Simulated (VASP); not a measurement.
Wanted: the native input for a VASP 6.6.1 run.

```
Task                   : single point
Functional             : PBE
Potentials or basis    : VASP PAW PBE potentials, release 64 (B, Pt)
Cutoff                 : 520 eV
k mesh                 : 6 × 6 × 4
Occupations            : gaussian, width 0.1 eV
Spin                   : no spin polarisation
Dipole correction      : no
Further INCAR settings : ALGO = Normal; EDIFF = 1e-06; NBANDS = 21
```

The structure of BPt lies in POSCAR:

```
BPt
1.0
    3.2294278100      0.0000000000      0.0000000000
   -1.6147139100      2.7967665200      0.0000000000
    0.0000000000      0.0000000000      5.2612729100
B Pt
2 2
Direct
    0.6666666700      0.3333333300      0.7500000000
    0.3333333300      0.6666666700      0.2500000000
    0.0000000000      0.0000000000      0.0000000000
    0.0000000000      0.0000000000      0.5000000000
```

One way to write it, as run:

INCAR

```
PREC     = Accurate       # precision mode
ENCUT    = 520            # plane-wave cutoff, eV
EDIFF    = 1E-6           # SCF threshold, eV
ISMEAR   = 0              # smearing method
SIGMA    = 0.1            # smearing width, eV
LREAL    = False          # projectors in reciprocal space
LASPH    = True           # aspherical terms in the spheres
NELM     = 60             # most SCF steps
ALGO     = Normal         # electronic algorithm
ISIF     = 2              # what is computed and relaxed
LWAVE    = False          # write WAVECAR
LCHARG   = False          # write CHGCAR
GGA      = PE             # functional
NBANDS   = 21             # bands
```

KPOINTS

```
Automatic mesh
0
Gamma
  6 6 4
```

Potentials or basis: VASP PAW PBE potentials, release 64 (B, Pt).

Launch:

```sh
$ cat potpaw_PBE.64/B/POTCAR potpaw_PBE.64/Pt/POTCAR > POTCAR
$ mpirun -np 1 vasp_std > vasp.out
```

Results of the run:

```yaml
Pressure: -1.5 GPa
Band_gap_on_the_k_mesh: zero (bands 13 and 14 overlap by 2.94 eV)
```

Caveat: the k points lie up to 0.37 Å⁻¹ apart, too coarse for converged energies and pressures of a metal; spin-orbit coupling is left out, which moves the levels of the heavy elements.

It took 12 s on 1 thread of Intel(R) Xeon(R) Platinum 8488C (Sapphire Rapids), with other jobs on the host, peak memory 0.16 GiB.
